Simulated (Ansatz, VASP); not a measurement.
Si2Br: VASP beside Ansatz

```
Si Br
1.0
     1.95372    1.12798    5.76971
    -1.95372    1.12798    5.76971
     0.00000   -2.25596    5.76971
Si Br
2 1
Direct
  0.85281 0.85281 0.85281
  0.14719 0.14719 0.14719
  0.00000 0.00000 0.00000
```

Alike in both runs: functional PBE; k mesh 6 × 6 × 6; occupations gaussian, width 0.1 eV; no spin polarisation.

Ansatz relaxed the structure, and its values are those at the end. VASP's run is a single point on that final structure, the one shown.

|  | VASP | Ansatz |
| --- | --- | --- |
| version | VASP 6.6.1 | Ansatz 0.2.0 |
| potentials or method | VASP PAW PBE potentials, release 64 (Si, Br), cutoff 520 eV | scalar-relativistic, plane waves, PAW |
| valence electrons in the cell | 15 | 15 |

Ansatz gave:

```
gap on the k mesh at the Fermi level (eV) : none
pressure (GPa)                            : 0.0
rms of the force components (eV/Å)        : 0.004
```

Problem. Estimate VASP's values.

Solution. gap on the k mesh at the Fermi level (eV): none; pressure (GPa): 0.0; rms of the force components (eV/Å): 0.008.

A gap of «none» marks a metal or a gap that the smearing closes.
